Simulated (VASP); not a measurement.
Set up this calculation in VASP 6.6.1, as the native input.

| Item | Value |
| --- | --- |
| Task | single point |
| Functional | PBE |
| Potentials or basis | VASP PAW PBE potentials, release 64 (K_sv) |
| Cutoff | 520 eV |
| k mesh | 12 × 12 × 6 |
| Occupations | fermi-dirac, width 0.03 eV |
| Spin | no spin polarisation |
| Dipole correction | no |
| Further INCAR settings | ALGO = Normal; EDIFF = 1e-07; NBANDS = 16 |

The structure of K lies in POSCAR:

```
K
1.0
    4.8112211123      0.0000000000      0.0000000000
   -2.4056105561      4.1666397064      0.0000000000
    0.0000000000      0.0000000000      7.3939809520
K
2
Direct
    0.3333333333      0.6666666667      0.2500000000
    0.6666666667      0.3333333333      0.7500000000
```

This isn't the form of K at room conditions, which is bcc.

This cell differs from its parent crystal: z stretched by -4 % at fixed volume.

These files were run (other wordings do the same):

INCAR

```
SYSTEM = K
PREC = Accurate
ENCUT = 520
EDIFF = 1E-7
ISMEAR = -1
SIGMA = 0.03
LREAL = .FALSE.
LASPH = .TRUE.
NELM = 60
ALGO = Normal
ISIF = 2
LWAVE = .FALSE.
LCHARG = .FALSE.
GGA = PE
NBANDS = 16
```

KPOINTS

```
regular mesh
0
G
  12 12 6
  0 0 0
```

Potentials or basis: VASP PAW PBE potentials, release 64 (K_sv).

The run is started by

```bash
$ cat potpaw_PBE.64/K_sv/POTCAR > POTCAR
$ mpirun -np 1 vasp_std > vasp.out
```

It gave:

| Item | Value |
| --- | --- |
| Pressure | 0.0 GPa |
| Band gap on the k mesh | zero (bands 9 and 10 overlap by 2.54 eV) |

It took 63 s on 1 thread of Intel(R) Xeon(R) 6975P-C (Granite Rapids), with other jobs on the host, peak memory 0.32 GiB.
